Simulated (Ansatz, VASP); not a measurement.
## Two plane-wave programs on Al

Contents of INCAR:

```
SYSTEM = Al
  ALGO = Normal
  EDIFF = 1E-6
  ENCUT = 520
  GGA = PE
  ISIF = 2
  ISMEAR = -1
  LASPH = .True.
  LCHARG = .True.
  LELF = .True.
  LREAL = .False.
  LVHAR = .True.
  LWAVE = .False.
  NBANDS = 10
  NELM = 80
  PREC = Accurate
  SIGMA = 0.1
```

The input KPOINTS:

```
k-points
0
Gamma
  15 15 15
  0 0 0
```

The input POSCAR:

```
Al
1.0
    0.0000000000      2.9827422785      2.9827422785
    2.9827422785      0.0000000000      2.9827422785
    2.9827422785      2.9827422785      0.0000000000
Al
2
Direct
    0.1250000000      0.1250000000      0.1250000000
    0.8750000000      0.8750000000      0.8750000000
```

Input for Ansatz:

```yaml
crystal:
  lattice:
    - [0.0, 2.9827422785, 2.9827422785]
    - [2.9827422785, 0.0, 2.9827422785]
    - [2.9827422785, 2.9827422785, 0.0]
  atoms:
    - { symbol: Al, position: [0.125, 0.125, 0.125] }
    - { symbol: Al, position: [0.875, 0.875, 0.875] }
hamiltonian:
  xc: pbe
  pseudopotentials:
    kind: paw
    azcp:
      Al: "pseudopotentials/Al.paw.azcp"
basis:
  ecutwfc: 420
  fft_grid_basis: typed
kpoints:
  mp_grid: { grid: [15, 15, 15], shift: [0, 0, 0] }
magnetization:
  spin_polarized: false
scf:
  occupations: { method: fermi_dirac, width: 0.1 }
output:
  stress: true
```

Alike in both runs: task single point; functional PBE; k mesh 15 × 15 × 15; occupations fermi-dirac, width 0.1 eV; no spin polarisation.

|  | VASP | Ansatz |
| --- | --- | --- |
| version | VASP 6.6.1 | Ansatz 0.2.0 |
| potentials or method | VASP PAW PBE potentials, release 64 (Al), cutoff 520 eV | plane waves (420 eV) with PAW, scalar-relativistic |
| valence electrons in the cell | 6 | 6 |

|  | VASP | Ansatz | Ansatz less VASP |
| --- | --- | --- | --- |
| pressure (GPa) | 1.7 | 1.7 | +0.02 |

With one functional, cell and mesh, what is left measures potentials, basis and numerics.
